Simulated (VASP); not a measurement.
A run of VASP 6.6.1 is set up as follows.

POSCAR

```
ScAl2
1.0
    0.0000000000      3.7776526849      3.7776526849
    3.7776526849      0.0000000000      3.7776526849
    3.7776526849      3.7776526849      0.0000000000
Sc Al
2 4
Direct
    0.5000000000      0.5000000000      0.5000000000
    0.7500000000      0.7500000000      0.7500000000
    0.1250000000      0.1250000000      0.1250000000
    0.6250000000      0.1250000000      0.1250000000
    0.1250000000      0.6250000000      0.1250000000
    0.1250000000      0.1250000000      0.6250000000
```

INCAR.step1

```
SYSTEM = ScAl2
PREC     = Accurate       ! precision mode
ENCUT    = 520            ! plane-wave cutoff, eV
ISMEAR   = -1             ! smearing method
SIGMA    = 0.1            ! smearing width, eV
LREAL    = .FALSE.        ! projectors in reciprocal space
LASPH    = .TRUE.         ! aspherical terms in the spheres
NELM     = 60             ! most SCF steps
NBANDS   = 26             ! bands
GGA      = PE             ! functional
ALGO     = Normal         ! electronic algorithm
EDIFF    = 1E-4           ! SCF threshold, eV
LWAVE    = .TRUE.         ! write WAVECAR
LCHARG   = .FALSE.        ! write CHGCAR
```

The input INCAR.step2:

```
SYSTEM = ScAl2
PREC     = Accurate       ! precision mode
ENCUT    = 520            ! plane-wave cutoff, eV
EDIFF    = 1E-6           ! SCF threshold, eV
ISMEAR   = -1             ! smearing method
SIGMA    = 0.1            ! smearing width, eV
LREAL    = .FALSE.        ! projectors in reciprocal space
LASPH    = .TRUE.         ! aspherical terms in the spheres
NELM     = 60             ! most SCF steps
ALGO     = Normal         ! electronic algorithm
ISIF     = 2              ! what is computed and relaxed
LWAVE    = .FALSE.        ! write WAVECAR
LCHARG   = .FALSE.        ! write CHGCAR
METAGGA  = R2SCAN         ! meta-GGA
LMIXTAU  = .TRUE.       
NBANDS   = 26             ! bands
ISTART   = 1
```

The input KPOINTS:

```
regular mesh
0
G
  8 8 8
  0 0 0
```

Potentials or basis: VASP PAW PBE potentials, release 64 (Sc_sv, Al).

Launch:

```console
$ cat potpaw_PBE.64/Sc_sv/POTCAR potpaw_PBE.64/Al/POTCAR > POTCAR
$ cp INCAR.step1 INCAR
$ mpirun -np 1 vasp_std > vasp.out
$ cp INCAR.step2 INCAR
$ mpirun -np 1 vasp_std > vasp.out
```

(1) Predict the band gap on the k mesh.

(2) Predict the pressure.

## Answers

(1) zero (band 17 reaches 7.33 eV, above the bottom of band 18 at 4.73 eV).

(2) 0.1 GPa.

Caveat: the PAW data sets were made with another functional, which shifts forces and pressure a little.
